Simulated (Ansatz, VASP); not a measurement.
**Na3SF in VASP and in Ansatz**

File INCAR:

```
SYSTEM = Na3SF
PREC = Accurate
ENCUT = 520
EDIFF = 1E-6
ISMEAR = 0
SIGMA = 0.1
LREAL = .FALSE.
LASPH = .TRUE.
NELM = 80
ALGO = Normal
ISIF = 2
LWAVE = .FALSE.
LCHARG = .FALSE.
GGA = PE
NBANDS = 45
```

KPOINTS

```
regular mesh
0
G
  3 3 3
  0 0 0
```

File POSCAR:

```
Na3SF
1.0
    3.2091497146      1.8528034516      5.0340946232
   -3.2091497146      1.8528034516      5.0340946232
    0.0000000000     -3.7056069032      5.0340946232
Na S F
6 2 2
Direct
    0.8158096380      0.2500000000      0.6841903620
    0.6841903620      0.8158096380      0.2500000000
    0.2500000000      0.6841903620      0.8158096380
    0.1841903620      0.7500000000      0.3158096380
    0.3158096380      0.1841903620      0.7500000000
    0.7500000000      0.3158096380      0.1841903620
    0.7500000000      0.7500000000      0.7500000000
    0.2500000000      0.2500000000      0.2500000000
    0.5000000000      0.5000000000      0.5000000000
    0.0000000000      0.0000000000      0.0000000000
```

Input for Ansatz:

```yaml
crystal:
  lattice:
    - [3.2091497146, 1.8528034516, 5.0340946232]
    - [-3.2091497146, 1.8528034516, 5.0340946232]
    - [0.0, -3.7056069032, 5.0340946232]
  atoms:
    - { symbol: Na, position: [0.815809638, 0.25, 0.684190362] }
    - { symbol: Na, position: [0.684190362, 0.815809638, 0.25] }
    - { symbol: Na, position: [0.25, 0.684190362, 0.815809638] }
    - { symbol: Na, position: [0.184190362, 0.75, 0.315809638] }
    - { symbol: Na, position: [0.315809638, 0.184190362, 0.75] }
    - { symbol: Na, position: [0.75, 0.315809638, 0.184190362] }
    - { symbol: S, position: [0.75, 0.75, 0.75] }
    - { symbol: S, position: [0.25, 0.25, 0.25] }
    - { symbol: F, position: [0.5, 0.5, 0.5] }
    - { symbol: F, position: [0.0, 0.0, 0.0] }
basis:
  ecutwfc: 420
kpoints:
  mp_grid: { grid: [3, 3, 3] }
hamiltonian:
  xc: pbe
scf:
  occupations: { method: gaussian, width: 0.1 }
  lower_state_search: "off"
output:
  forces: true
  stress: true
  eigenvalues: true
```

Alike in both runs: task single point; functional PBE; k mesh 3 × 3 × 3; occupations gaussian, width 0.1 eV; no spin polarisation.

|  | VASP | Ansatz |
| --- | --- | --- |
| version | VASP 6.6.1 | Ansatz 0.2.0 |
| potentials or method | VASP PAW PBE potentials, release 64 (Na_pv, S, F), cutoff 520 eV | scalar-relativistic, plane waves, PAW |
| valence electrons in the cell | 68 | 80 |

|  | VASP | Ansatz | Ansatz less VASP |
| --- | --- | --- | --- |
| gap on the k mesh at the Fermi level (eV) | 2.43 | 2.43 | +0.003 |
| least direct gap on the mesh (eV) | 2.49 | 2.49 | +0.003 |
| pressure (GPa) | 0.0 | 0.0 | +0.02 |

VASP's potentials hold 68 valence electrons a cell and Ansatz's 80, so a difference there can come from the potentials and not from the codes.
